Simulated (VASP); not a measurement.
Wanted: the native input for a VASP 6.6.1 run.

```
Task                   : single point
Functional             : PBE
Potentials or basis    : VASP PAW PBE potentials, release 64 (Co)
Cutoff                 : 520 eV
k mesh                 : 15 × 15 × 8
Occupations            : fermi-dirac, width 0.08 eV
Spin                   : collinear spin, ferromagnetic start
Starting moments       : [1.39, 1.39] μB
Fixed moment           : 2.78 μB
Dipole correction      : no
Further INCAR settings : ALGO = Normal; EDIFF = 1e-06; NBANDS = 20
```

The structure of Co lies in POSCAR:

```
Co
1.0
    2.4873648738      0.0000000000      0.0000000000
   -1.2436824369      2.1541211692      0.0000000000
    0.0000000000      0.0000000000      4.0632895034
Co
2
Direct
    0.6666666667      0.3333333333      0.2598610000
    0.3333333333      0.6666666667      0.7401390000
```

These files were run (other wordings do the same):

INCAR

```
SYSTEM = Co
ALGO = Normal
EDIFF = 1E-6
ENCUT = 520
GGA = PE
ISIF = 2
ISMEAR = -1
ISPIN = 2
LASPH = .True.
LCHARG = .False.
LMAXMIX = 4
LORBIT = 11
LREAL = .False.
LWAVE = .False.
MAGMOM = 1.39 1.39
NBANDS = 20
NELM = 150
NUPDOWN = 2.78
PREC = Accurate
SIGMA = 0.08
```

KPOINTS

```
k-points
0
Gamma
  15 15 8
  0 0 0
```

Potentials or basis: VASP PAW PBE potentials, release 64 (Co).

Command:

```sh
$ cat potpaw_PBE.64/Co/POTCAR > POTCAR
$ mpirun -np 1 vasp_std > vasp.out
```

It gave:

```
Pressure                                              : -3.2 GPa
Largest force                                         : 0.560 eV/Å
Net moment                                            : 2.78 μB per cell
Site moments                                          : Co +1.41 μB
Valence electrons inside the program's atomic spheres : Co 8.28
```

Caveat: the cell stands under tension; the total moment is fixed, so each spin has its own Fermi level.

Wall time 3.5 min on 1 thread of Intel Xeon 8259CL, on a shared host, peak memory 0.22 GiB.
